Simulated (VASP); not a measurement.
Here is a VASP 6.6.1 calculation.

File INCAR:

```
PREC     = Accurate       # precision mode
ENCUT    = 910            # plane-wave cutoff, eV
EDIFF    = 1E-6           # SCF threshold, eV
ISMEAR   = 0              # smearing method
SIGMA    = 0.05           # smearing width, eV
LREAL    = False          # projectors in reciprocal space
LASPH    = True           # aspherical terms in the spheres
NELM     = 120            # most SCF steps
ALGO     = Normal         # electronic algorithm
ISIF     = 2              # what is computed and relaxed
LWAVE    = False          # write WAVECAR
LCHARG   = False          # write CHGCAR
NBANDS   = 26             # bands
GGA_COMPAT= False
```

KPOINTS

```
regular mesh
0
Gamma
  8 8 8
```

POSCAR

```
C
1.0
   -2.4103983070      2.4284762943      2.4284762943
    2.4103983070     -2.3923203197      2.3923203197
    2.4103983070      2.3923203197     -2.3923203197
C
8
Direct
    0.3254710870      0.0000000000      0.0000000000
    0.6745289130      0.6745289130      0.6745289130
    0.0000000000      0.3254710870      0.0000000000
    0.0000000000      0.0000000000      0.3254710870
    0.0000000000      0.6745289130      0.0000000000
    0.3254710870      0.3254710870      0.3254710870
    0.6745289130      0.0000000000      0.0000000000
    0.0000000000      0.0000000000      0.6745289130
```

Potentials or basis: VASP PAW LDA potentials, release 64 (C_h).

Run with:

```console
$ cat potpaw_LDA.64/C_h/POTCAR > POTCAR
$ mpirun -np 1 vasp_std > vasp.out
```

(1) What does it give for the largest force?

(2) What does it give for the band gap on the k mesh?

(3) Estimate the pressure.

## Answers

(1) 0.074 eV/Å.

(2) 2.91 eV (least direct gap 3.73 eV).

(3) 0.5 GPa.

Caveat: the cell differs from its parent crystal (strain +0.0150 x Voigt [0, 0, 0, 1, 0, 0]); the cutoff is under 1.25 times the usual one of these potentials, so pressure, stress and relaxed cells hold a basis-set (Pulay) error.
